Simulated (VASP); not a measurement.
Here is a VASP 6.6.1 calculation.

File POSCAR:

```
Pb
1.0
    0.0000000000      2.4999020152      2.4999020152
    2.4999020152      0.0000000000      2.4999020152
    2.4999020152      2.4999020152      0.0000000000
Pb
1
Direct
    0.0000000000      0.0000000000      0.0000000000
```

INCAR.step1

```
SYSTEM = Pb
PREC = Accurate
ENCUT = 600
ISMEAR = 0
SIGMA = 0.1
LREAL = .False.
LASPH = .True.
NELM = 100
GGA = PE
ALGO = Normal
EDIFF = 1E-4
LWAVE = .True.
LCHARG = .False.
```

Contents of INCAR.step2:

```
SYSTEM = Pb
PREC = Accurate
ENCUT = 600
EDIFF = 1E-6
ISMEAR = 0
SIGMA = 0.1
LREAL = .False.
LASPH = .True.
NELM = 100
ALGO = Normal
ISIF = 3
LWAVE = .False.
LCHARG = .False.
METAGGA = R2SCAN
LMIXTAU = .True.
IBRION = 2
NSW = 80
EDIFFG = -0.01
ISTART = 1
```

File KPOINTS:

```
regular mesh
0
Gamma
  14 14 14
  0 0 0
```

Potentials or basis: VASP PAW PBE potentials, release 64 (Pb_d).

Launch:

```console
$ cat potpaw_PBE.64/Pb_d/POTCAR > POTCAR
$ cp INCAR.step1 INCAR
$ mpirun -np 1 vasp_std > vasp.out
$ cp INCAR.step2 INCAR
$ mpirun -np 1 vasp_std > vasp.out
```

Problem. What does it give for the relaxed cell?

Solution. a = 3.533 Å, b = 3.533 Å, c = 3.533 Å, α = 60.00°, β = 60.00°, γ = 60.00°.

Problem. What does it give for the band gap on the k mesh?

Solution. Zero (band 7 reaches 14.41 eV, above the bottom of band 8 at 5.38 eV).

Final structure:
```
Pb
1.0
     0.00000    2.49835    2.49835
     2.49835    0.00000    2.49835
     2.49835    2.49835    0.00000
Pb
1
Cartesian
  0.0000 0.0000 0.0000
```

Caveat: spin-orbit coupling is left out, which moves the levels of the heavy elements.
